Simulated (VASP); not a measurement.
# CdTe (F-43m) in VASP: a series of runs

CdTe is run at these levels: PBEsol; tasks: single point, relaxation of cell and atoms.

Everything below comes from runs of VASP 6.6.1. Logs are shortened: lines on timing, memory, paths and dates and some standing lists are left out, and cuts for length are marked.

## Step 1: The cell of the first run

The structure is cubic, space group F-43m (No. 216). The conventional cell has a = 6.564 Å, b = 6.564 Å, c = 6.564 Å, α = 90.00°, β = 90.00°, γ = 90.00°. Cd (site symmetry -43m) has 4 Te at 2.84 Å within 3.7 Å. Within 3.7 Å of Te (site symmetry -43m) lie 4 Cd at 2.84 Å.

## Step 2: Single point, PBEsol

The input, INCAR:

```
SYSTEM = CdTe
ALGO = Normal
EDIFF = 1E-6
ENCUT = 520
GGA = PS
ISIF = 2
ISMEAR = 0
LASPH = .TRUE.
LCHARG = .FALSE.
LREAL = .FALSE.
LWAVE = .FALSE.
NBANDS = 16
NELM = 60
PREC = Accurate
SIGMA = 0.1
```

The input, KPOINTS:

```
k-points
0
G
  6 6 6
  0 0 0
```

The input, POSCAR:

```
CdTe
1.0
    0.0000000000      3.2821135600      3.2821135600
    3.2821135600      0.0000000000      3.2821135600
    3.2821135600      3.2821135600      0.0000000000
Cd Te
1 1
Direct
    0.0000000000      0.0000000000      0.0000000000
    0.7500000000      0.7500000000      0.7500000000
```

Potentials or basis: VASP PAW PBE potentials, release 64 (Cd, Te).

Command:

```bash
$ cat potpaw_PBE.64/Cd/POTCAR potpaw_PBE.64/Te/POTCAR > POTCAR
$ mpirun -np 1 vasp_std > vasp.out
```

OUTCAR:

```text
SYSTEM = CdTe
   EDIFF = 1E-6
   ENCUT = 520
   GGA = PS
   ISIF = 2
   ISMEAR = 0
   LASPH = .TRUE.
   LREAL = .FALSE.
   NELM = 60
   PREC = Accurate

 ion  position               nearest neighbor table
   1  0.000  0.000  0.000-   2 2.84   2 2.84   2 2.84   2 2.84
   2  0.750  0.750  0.750-   1 2.84   1 2.84   1 2.84   1 2.84

  LATTYP: Found a face centered cubic cell.
 ALAT       =     6.5642271200

  Lattice vectors:

 A1 = (   0.0000000000,   3.2821135600,   3.2821135600)
 A2 = (   3.2821135600,   0.0000000000,   3.2821135600)
 A3 = (   3.2821135600,   3.2821135600,   0.0000000000)

Analysis of symmetry for initial positions (statically):
=====================================================================
 Subroutine PRICEL returns:
 Original cell was already a primitive cell.

 Routine SETGRP: Setting up the symmetry group for a
 face centered cubic supercell.

 Subroutine GETGRP returns: Found 24 space group operations
 (whereof 24 operations were pure point group operations)
 out of a pool of 48 trial point group operations.

The static configuration has the point symmetry T_d .

Analysis of symmetry for dynamics (positions and initial velocities):
=====================================================================
 Subroutine PRICEL returns:
 Original cell was already a primitive cell.

 Routine SETGRP: Setting up the symmetry group for a
 face centered cubic supercell.

 Subroutine GETGRP returns: Found 24 space group operations
 (whereof 24 operations were pure point group operations)
 out of a pool of 48 trial point group operations.

The dynamic configuration has the point symmetry T_d .

 Subroutine INISYM returns: Found 24 space group operations
 (whereof 24 operations are pure point group operations),
 and found     1 'primitive' translations

----------------------------------------------------------------------------------------

                                     Primitive cell

  volume of cell :      70.7116

  direct lattice vectors                    reciprocal lattice vectors
     0.000000000  3.282113560  3.282113560    -0.152340859  0.152340859  0.152340859
     3.282113560  0.000000000  3.282113560     0.152340859 -0.152340859  0.152340859
     3.282113560  3.282113560  0.000000000     0.152340859  0.152340859 -0.152340859

  length of vectors
     4.641609510  4.641609510  4.641609510     0.263862108  0.263862108  0.263862108

  position of ions in fractional coordinates (direct lattice)
     0.000000000  0.000000000  0.000000000
     0.750000000  0.750000000  0.750000000

  ion indices of the primitive-cell ions
   primitive index   ion index
                 1           1
                 2           2

----------------------------------------------------------------------------------------

 KPOINTS: k-points

Automatic generation of k-mesh.
 Grid dimensions read from file:
 generate k-points for:    6    6    6

 Generating k-lattice:

  Cartesian coordinates                     Fractional coordinates (reciprocal lattice)
    -0.025390143  0.025390143  0.025390143     0.166666667  0.000000000  0.000000000
     0.025390143 -0.025390143  0.025390143     0.000000000  0.166666667  0.000000000
     0.025390143  0.025390143 -0.025390143     0.000000000  0.000000000  0.166666667

  Length of vectors
     0.043977018  0.043977018  0.043977018

  Shift w.r.t. Gamma in fractional coordinates (k-lattice)
     0.000000000  0.000000000  0.000000000

 Subroutine IBZKPT returns following result:
 ===========================================

 Found     16 irreducible k-points:

 Following reciprocal coordinates:
            Coordinates               Weight
  0.000000  0.000000  0.000000      1.000000
  0.166667  0.000000  0.000000      8.000000
  0.333333  0.000000  0.000000      8.000000
  0.500000  0.000000  0.000000      4.000000
  0.166667  0.166667  0.000000      6.000000
  0.333333  0.166667  0.000000     24.000000
[... 8 lines left out ...]
 -0.333333  0.333333  0.166667     24.000000
 -0.333333  0.500000  0.166667     12.000000
   k-points           NKPTS =     16   k-points in BZ     NKDIM =     16   number of bands    NBANDS=     16
   number of dos      NEDOS =    301   number of ions     NIONS =      2
   total plane-waves  NPLWV =  46656
   dimension x,y,z NGX =    36 NGY =   36 NGZ =   36
   dimension x,y,z NGXF=    72 NGYF=   72 NGZF=   72
   ions per type =               1   1
   NGX,Y,Z   is equivalent  to a cutoff of  12.89, 12.89, 12.89 a.u.
   NGXF,Y,Z  is equivalent  to a cutoff of  25.79, 25.79, 25.79 a.u.
 SYSTEM =  CdTe
   PREC   = accura    normal or accurate (medium, high low for compatibility)
   ISTART =      0    job   : 0-new  1-cont  2-samecut
   ICHARG =      2    charge: 1-file 2-atom 10-const
   ISPIN  =      1    spin polarized calculation?
   LNONCOLLINEAR =      F non collinear calculations
   LSORBIT =      F    spin-orbit coupling
   LASPH  =      T    aspherical Exc in radial PAW
   ENCUT  =  520.0 eV  38.22 Ry    6.18 a.u.   8.63  8.63  8.63*2*pi/ulx,y,z
   NELM   =     60;   NELMIN=  2; NELMDL= -5     # of ELM steps
   EDIFF  = 0.1E-05   stopping-criterion for ELM
   LREAL  =      F    real-space projection
   EDIFFG = 0.1E-04   stopping-criterion for IOM
   NSW    =      0    number of steps for IOM
   IBRION =     -1    ionic relax: 0-MD 1-quasi-New 2-CG
   NFREE  =      0    steps in history (QN), initial steepest desc. (CG)
   ISIF   =      2    stress and relaxation
   ISYM   =      2    0-nonsym 1-usesym 2-fastsym
   POTIM  = 0.5000    time-step for ionic-motion
   TEBEG  =    0.0;   TEEND  =   0.0 temperature during run
   PSTRESS=    0.0 pullay stress
   NELECT =      18.0000    total number of electrons
   NUPDOWN=      -1.0000    fix difference up-down
   EMIN   =  10.00;   EMAX   =-10.00  energy-range for DOS
   EFERMI =   0.00;   METHOD = LEGACY
   ISMEAR =     0;   SIGMA  =   0.10  broadening in eV -4-tet -1-fermi 0-gaus
   EFERMI_NEDOS =   21; number of points for ismear=-14 and -15
   IALGO  =     38    algorithm
   IMIX   =      4    mixing-type and parameters
     AMIX     =   0.40;   BMIX     =  1.00
     AMIX_MAG =   1.60;   BMIX_MAG =  1.00
  volume/ion in A,a.u.               =      35.36       238.59
  Fermi-wavevector in a.u.,A,eV,Ry     =   1.037533  1.960654 14.646338  1.076475
  Thomas-Fermi vector in A             =   2.171976
   LORBIT       =      0    0 simple, 1 ext, 2 COOP (PROOUT), +10 PAW based schemes
   GGA     = PS    functional components
   LHFCALC =     F    Hartree Fock is set to
   AEXX    =    0.0000 exact exchange contribution
   IVDW    =     0    specifies the selected vdW correction
   LEPSILON=     F    determine dielectric tensor
   LRPA    =     F    only Hartree local field effects (RPA)
 non-spin polarized calculation
 Gauss-broadening in eV      SIGMA  =   0.10
  energy-cutoff  :      520.00
  volume of cell :       70.71
 maximum number of plane-waves:      1932
 NGX is ok and might be reduce to    36
   NGX = 17   NGY = 17   NGZ = 17

 number of electron      18.0000006 magnetization

 Free energy of the ion-electron system (eV)
  ---------------------------------------------------
  ext. energy  EPLUGINS =         0.00000000
  ---------------------------------------------------
  free energy    TOTEN  =        -5.47592166 eV

  energy without entropy =       -5.47592117  energy(sigma->0) =       -5.47592141

 E-fermi :   2.1590     XC(G=0):  -8.6108

 val. band max:        1.8754644444   @ k =   0.0000   0.0000   0.0000
 cond. band min:       2.4235783623   @ k =   0.0000   0.0000   0.0000
 fundamental gap:      0.5481139179
 Fermi energy:         2.1589771918

 k-point     1 :       0.0000    0.0000    0.0000
  band No.  band energies     occupation
      1      -9.1237      2.00000
      2      -6.2577      2.00000
      3      -6.2577      2.00000
      4      -6.2577      2.00000
      5      -6.0205      2.00000
      6      -6.0205      2.00000
[... 8 lines left out ...]
     15      11.1496      0.00000
     16      11.1496      0.00000

 k-point     2 :       0.1667    0.0000    0.0000
  band No.  band energies     occupation
      1      -9.0308      2.00000
      2      -6.2408      2.00000
      3      -6.2408      2.00000
      4      -6.1796      2.00000
      5      -6.0215      2.00000
      6      -6.0215      2.00000
[... 8 lines left out ...]
     15      10.2732      0.00000
     16      10.2732      0.00000

 k-point     3 :       0.3333    0.0000    0.0000
  band No.  band energies     occupation
      1      -8.8445      2.00000
      2      -6.2116      2.00000
      3      -6.2116      2.00000
      4      -6.0179      2.00000
      5      -6.0179      2.00000
      6      -5.9241      2.00000
[... 8 lines left out ...]
     15      10.6568      0.00000
     16      10.6568      0.00000

 k-point     4 :       0.5000    0.0000    0.0000
  band No.  band energies     occupation
      1      -8.7529      2.00000
      2      -6.2002      2.00000
      3      -6.2002      2.00000
      4      -6.0124      2.00000
      5      -6.0124      2.00000
      6      -5.7041      2.00000
[... 8 lines left out ...]
     15      12.0389      0.00000
     16      12.0389      0.00000
[... 172 lines left out ...]
 k-point    14 :       0.5000    0.3333    0.1667
  band No.  band energies     occupation
      1      -8.7265      2.00000
      2      -6.1712      2.00000
      3      -6.1638      2.00000
      4      -6.0570      2.00000
      5      -6.0089      2.00000
      6      -5.7319      2.00000
[... 8 lines left out ...]
     15      11.9542      0.00000
     16      13.0804      0.00000

 k-point    15 :      -0.3333    0.3333    0.1667
  band No.  band energies     occupation
      1      -8.6688      2.00000
      2      -6.1641      2.00000
      3      -6.1507      2.00000
      4      -6.0425      2.00000
      5      -6.0173      2.00000
      6      -5.5672      2.00000
[... 8 lines left out ...]
     15      12.1563      0.00000
     16      12.8930      0.00000

 k-point    16 :      -0.3333    0.5000    0.1667
  band No.  band energies     occupation
      1      -8.6406      2.00000
      2      -6.1386      2.00000
      3      -6.1373      2.00000
      4      -6.0635      2.00000
      5      -6.0085      2.00000
      6      -5.5252      2.00000
[... 8 lines left out ...]
     15      12.7623      0.00000
     16      13.0136      0.00000

------------------------ aborting loop because EDIFF is reached ----------------------------------------

  FORCE on cell =-STRESS in cart. coord.  units (eV):
  Direction    XX          YY          ZZ          XY          YZ          ZX
  --------------------------------------------------------------------------------------
  -------------------------------------------------------------------------------------
  Total       -0.5108289     -0.5108289     -0.5108289     -0.0000000      0.0000000     -0.0000000
  in kB      -11.5743139    -11.5743139    -11.5743139     -0.0000000      0.0000000     -0.0000000
  external PRESSURE =     -11.5743139 kB  Pullay stress =       0.0000000 kB

 VOLUME and BASIS-vectors are now :
 -----------------------------------------------------------------------------
  energy-cutoff  :      520.00
  volume of cell :       70.71
      direct lattice vectors                 reciprocal lattice vectors
     0.000000000  3.282113560  3.282113560    -0.152340859  0.152340859  0.152340859
     3.282113560  0.000000000  3.282113560     0.152340859 -0.152340859  0.152340859
     3.282113560  3.282113560  0.000000000     0.152340859  0.152340859 -0.152340859

 POSITION                                       TOTAL-FORCE (eV/Angst)
 -----------------------------------------------------------------------------------
      0.00000      0.00000      0.00000         0.000000      0.000000      0.000000
      4.92317      4.92317      4.92317        -0.000000     -0.000000     -0.000000
 -----------------------------------------------------------------------------------
    total drift:                                0.000000      0.000000      0.000000

  FREE ENERGIE OF THE ION-ELECTRON SYSTEM (eV)
  ---------------------------------------------------
  free  energy   TOTEN  =        -5.4759216594 eV

  energy  without entropy=       -5.4759211684  energy(sigma->0) =       -5.47592141
```

Wall time 17 s (1 thread of AMD EPYC 9R45 (Zen 5), shared host); peak memory 0.18 GiB.

Results:

- Free energy: -5.4759 eV
- Pressure: -1.2 GPa
- Band gap on the k mesh: 0.55 eV, direct

Caveat: the PAW data sets were made with another functional, which shifts forces and pressure a little; spin-orbit coupling is left out, which moves the levels of the heavy elements. PBEsol gaps usually lie below the measured ones, often by a third to a half.

(Part 1 of 2 ends here.)
